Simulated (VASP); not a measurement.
# GaB3: relaxation of cell and atoms with PBE

The system is GaB3.

```
CELL_PARAMETERS angstrom
2.68050 -2.94440 0.00000
2.68050 2.94440 0.00000
0.00000 0.00000 2.91179
ATOMIC_POSITIONS crystal
Ga 0.50000 0.50000 0.50000
B 0.14150 0.85850 0.50000
B 0.85850 0.14150 0.50000
B 0.00000 0.00000 0.00000
```

```json
{"Program": "VASP 6.6.1", "Task": "relaxation of cell and atoms", "Functional": "PBE", "Potentials or basis": "VASP PAW PBE potentials, release 64 (Ga_d, B)", "Cutoff": "600 eV", "k mesh": "4 × 4 × 6", "Occupations": "gaussian, width 0.1 eV", "Spin": "no spin polarisation", "Dipole correction": "no", "Further INCAR settings": "ALGO = Normal; EDIFF = 1e-07; IBRION = 2; EDIFFG = -0.04; NSW = 90; ISIF = 3"}
```

- Relaxed volume: 11.60 Å³/atom
- Relaxed cell: a = 4.016 Å, b = 4.016 Å, c = 2.891 Å, α = 90.00°, β = 90.00°, γ = 95.98°
- Space group after relaxing (to 0.05 Å): Cmmm (No. 65)
- Energy gained by relaxing: 2.5 meV/atom
- Ionic steps: 5
- Pressure after relaxing: 0.3 GPa
- Largest force after relaxing: 0.017 eV/Å
- Band gap on the k mesh: zero (band 11 reaches 7.02 eV, above the bottom of band 12 at 3.39 eV)

Forces in eV/Å, atoms in the order of the input:
```
Ga   0.000  0.000  0.000
B    0.000  0.017  0.000
B    0.000 -0.017  0.000
B    0.000  0.000  0.000
```

Stress tensor (GPa, compression positive):
```
 0.43  0.00  0.00
 0.00 -0.02  0.00
 0.00  0.00  0.43
```

The path:
```tsv
step	energy change (eV)	largest force (eV/Å)	pressure (GPa)	volume (Å³)
1	0.0000	0.0658	1.09	45.96
2	-0.0081	0.2526	-0.51	46.48
3	-0.0087	0.1928	-0.18	46.37
4	-0.0099	0.0625	0.50	46.39
5	-0.0101	0.0174	0.28	46.38
```

Final structure:
```cif
data_structure
_symmetry_space_group_name_H-M 'P 1'
_symmetry_Int_Tables_number 1
_cell_length_a 4.0165
_cell_length_b 4.0165
_cell_length_c 2.8910
_cell_angle_alpha 90.000
_cell_angle_beta 90.000
_cell_angle_gamma 95.980
_cell_volume 46.38
loop_
_atom_site_label
_atom_site_type_symbol
_atom_site_fract_x
_atom_site_fract_y
_atom_site_fract_z
_atom_site_occupancy
Ga1 Ga 0.50000 0.50000 0.50000 1
B1 B 0.14096 0.85904 0.50000 1
B2 B 0.85904 0.14096 0.50000 1
B3 B 0.00000 0.00000 0.00000 1
```

Levels at points of the mesh, in eV from the Fermi level:
```tsv
k point	band 9	band 10	band 11	band 12	band 13	band 14
(0.00, 0.00, 0.00)	-3.93	-3.51	-0.28	2.06	2.48	5.01
(0.50, 0.00, 0.00)	-3.65	-3.34	-1.12	0.99	4.77	4.82
(0.50, 0.50, 0.00)	-6.34	-3.25	2.45	3.16	4.88	5.76
(0.00, 0.00, 0.50)	-2.74	-2.10	-0.45	-0.08	1.35	1.67
(0.50, 0.00, 0.50)	-4.23	-2.50	-0.72	0.24	3.17	3.21
(0.50, 0.50, 0.50)	-4.08	-3.86	-3.37	-0.96	-0.10	4.80
```

It took 31 s on 1 thread of Intel(R) Xeon(R) Platinum 8559C (Emerald Rapids), on a shared host, peak memory 0.17 GiB.

Caveat: the k points lie up to 0.39 Å⁻¹ apart in the final cell.
